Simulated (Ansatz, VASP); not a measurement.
Se in VASP and in Ansatz

The input INCAR:

```
ALGO     = Normal         # electronic algorithm
EDIFF    = 1E-6           # SCF threshold, eV
ENCUT    = 520            # plane-wave cutoff, eV
ISIF     = 2              # what is computed and relaxed
ISMEAR   = -1             # smearing method
LASPH    = True           # aspherical terms in the spheres
LCHARG   = False          # write CHGCAR
LREAL    = False          # projectors in reciprocal space
LWAVE    = False          # write WAVECAR
NBANDS   = 9              # bands
NELM     = 80             # most SCF steps
PREC     = Accurate       # precision mode
SIGMA    = 0.1            # smearing width, eV
```

KPOINTS

```
k-points
0
Gamma
  15 15 15
```

File POSCAR:

```
Se
1.0
   -1.6084439606      1.6084439606      1.6084439606
    1.6084439606     -1.6084439606      1.6084439606
    1.6084439606      1.6084439606     -1.6084439606
Se
1
Direct
    0.0000000000      0.0000000000      0.0000000000
```

Input for Ansatz:

```yaml
crystal:
  lattice:
    - [-1.6084439606, 1.6084439606, 1.6084439606]
    - [1.6084439606, -1.6084439606, 1.6084439606]
    - [1.6084439606, 1.6084439606, -1.6084439606]
  atoms:
    - { symbol: Se, position: [0.0, 0.0, 0.0] }
hamiltonian:
  xc: lda
  pseudopotentials:
    kind: paw
    azcp:
      Se: "pseudopotentials/Se.paw.azcp"
basis:
  ecutwfc: 420
  fft_grid_basis: typed
kpoints:
  mp_grid: { grid: [15, 15, 15], shift: [0, 0, 0] }
magnetization:
  spin_polarized: false
scf:
  occupations: { method: fermi_dirac, width: 0.1 }
  lower_state_search: "off"
output:
  stress: true
```

Alike in both runs: task single point; functional LDA; k mesh 15 × 15 × 15; occupations fermi-dirac, width 0.1 eV; no spin polarisation.

|  | VASP | Ansatz |
| --- | --- | --- |
| version | VASP 6.6.1 | Ansatz 0.2.0 |
| potentials or method | VASP PAW LDA potentials, release 64 (Se), cutoff 520 eV | plane waves (420 eV) with PAW, scalar-relativistic |
| valence electrons in the cell | 6 | 16 |

|  | VASP | Ansatz | Ansatz less VASP |
| --- | --- | --- | --- |
| pressure (GPa) | 16.1 | 15.7 | -0.33 |

Ansatz warns that its potentials were made for another functional, while VASP's fit it. LDA's correlation is that of Perdew and Zunger in VASP and of Perdew and Wang (1992) in Ansatz. VASP's potentials hold 6 valence electrons a cell and Ansatz's 16, so a difference there can come from the potentials and not from the codes.
